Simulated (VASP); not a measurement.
Write the native input for VASP 6.6.1 that does the following.

* Task: single point
* Functional: r2SCAN
* Potentials or basis: VASP PAW PBE potentials, release 64 (Sr_sv, Ti_sv, O)
* Cutoff: 520 eV
* k mesh: 6 × 6 × 6
* Occupations: gaussian, width 0.01 eV
* Spin: no spin polarisation
* Dipole correction: no
* Further INCAR settings: ALGO = Normal; EDIFF = 1e-06; NBANDS = 28

The system is SrTiO3.

```
CELL_PARAMETERS angstrom
3.86739 0.00000 0.00000
0.00000 3.86739 0.00000
0.00000 0.00000 3.86739
ATOMIC_POSITIONS crystal
Sr 0.00000 0.00000 0.00000
Ti 0.50000 0.50000 0.50000
O 0.50000 0.50000 0.00000
O 0.50000 0.00000 0.50000
O 0.00000 0.50000 0.50000
```

The input as run:

POSCAR

```
SrTiO3
1.0
    3.8673856616      0.0000000000      0.0000000000
    0.0000000000      3.8673856616      0.0000000000
    0.0000000000      0.0000000000      3.8673856616
Sr Ti O
1 1 3
Direct
    0.0000000000      0.0000000000      0.0000000000
    0.5000000000      0.5000000000      0.5000000000
    0.5000000000      0.5000000000      0.0000000000
    0.5000000000      0.0000000000      0.5000000000
    0.0000000000      0.5000000000      0.5000000000
```

INCAR.step1

```
PREC = Accurate
ENCUT = 520
ISMEAR = 0
SIGMA = 0.01
LREAL = False
LASPH = True
NELM = 60
NBANDS = 28
GGA = PE
ALGO = Normal
EDIFF = 1E-4
LWAVE = True
LCHARG = False
```

INCAR.step2

```
PREC = Accurate
ENCUT = 520
EDIFF = 1E-6
ISMEAR = 0
SIGMA = 0.01
LREAL = False
LASPH = True
NELM = 60
ALGO = Normal
ISIF = 2
LWAVE = False
LCHARG = True
METAGGA = R2SCAN
LMIXTAU = True
LELF = True
LVHAR = True
NBANDS = 28
ISTART = 1
```

KPOINTS

```
Automatic mesh
0
Gamma
  6 6 6
```

Potentials or basis: VASP PAW PBE potentials, release 64 (Sr_sv, Ti_sv, O).

The run is started by

```sh
$ cat potpaw_PBE.64/Sr_sv/POTCAR potpaw_PBE.64/Ti_sv/POTCAR potpaw_PBE.64/O/POTCAR > POTCAR
$ cp INCAR.step1 INCAR
$ mpirun -np 1 vasp_std > vasp.out
$ cp INCAR.step2 INCAR
$ mpirun -np 1 vasp_std > vasp.out
```

Results of the run:

```json
{
  "Pressure": "7.2 GPa",
  "Band gap on the k mesh": "2.34 eV (least direct gap 2.71 eV)"
}
```

Caveat: the cell stands under pressure; the PAW data sets were made with another functional, which shifts forces and pressure a little.

Run time: 3.7 min on 1 thread of Intel Xeon 8259CL, on a shared host, peak memory 0.19 GiB.
